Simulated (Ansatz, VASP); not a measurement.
One calculation of NaCl, two programs

```
Na Cl
1.0
     3.50219    0.00000    0.00000
     0.00000    3.50219    0.00000
     0.00000    0.00000    3.50219
Na Cl
1 1
Direct
  0.00000 0.00000 0.94289
  0.50000 0.50000 0.50000
```

Alike in both runs: task single point; functional PBE; k mesh 6 × 6 × 6; occupations gaussian, width 0.05 eV; no spin polarisation.

|  | VASP | Ansatz |
| --- | --- | --- |
| version | VASP 6.6.1 | Ansatz 0.2.0 |
| potentials or method | VASP PAW PBE potentials, release 64 (Na_pv, Cl), cutoff 500 eV | scalar-relativistic, plane waves, PAW |
| valence electrons in the cell | 14 | 16 |

VASP gave:

| Property | Result |
| --- | --- |
| gap on the k mesh at the Fermi level (eV) | 3.99 |
| least direct gap on the mesh (eV) | 4.48 |
| pressure (GPa) | 0.3 |
| rms of the force components (eV/Å) | 0.041 |

Q: Estimate Ansatz's values.

A: gap on the k mesh at the Fermi level (eV): 3.99; least direct gap on the mesh (eV): 4.48; pressure (GPa): 0.4; rms of the force components (eV/Å): 0.040.

Atom by atom the forces differ by 0.000 eV/Å (rms over components). VASP's potentials hold 14 valence electrons a cell and Ansatz's 16, so a difference there can come from the potentials and not from the codes.
